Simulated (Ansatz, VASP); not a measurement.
**Se: VASP beside Ansatz**

```
Se
1.0
     2.83379    0.00000    0.00000
     0.00000    2.83379    0.00000
     0.00000    0.00000    2.83379
Se
1
Direct
  0.00000 0.00000 0.00000
```

Change from the starting cell: volume scaled by 1.025.

Alike in both runs: task single point; functional PBEsol; k mesh 12 × 12 × 12; occupations fermi-dirac, width 0.03 eV; no spin polarisation.

|  | VASP | Ansatz |
| --- | --- | --- |
| version | VASP 6.6.1 | Ansatz 0.2.0 |
| potentials or method | VASP PAW PBE potentials, release 64 (Se), cutoff 520 eV | all-electron LAPW, scalar-relativistic |

```tsv
	VASP	Ansatz	Ansatz less VASP
pressure (GPa)	-3.6	-3.6	-0.09
```

VASP's potentials were made for PBE, not for PBEsol. Ansatz ran all-electron here, and VASP with PAW potentials.
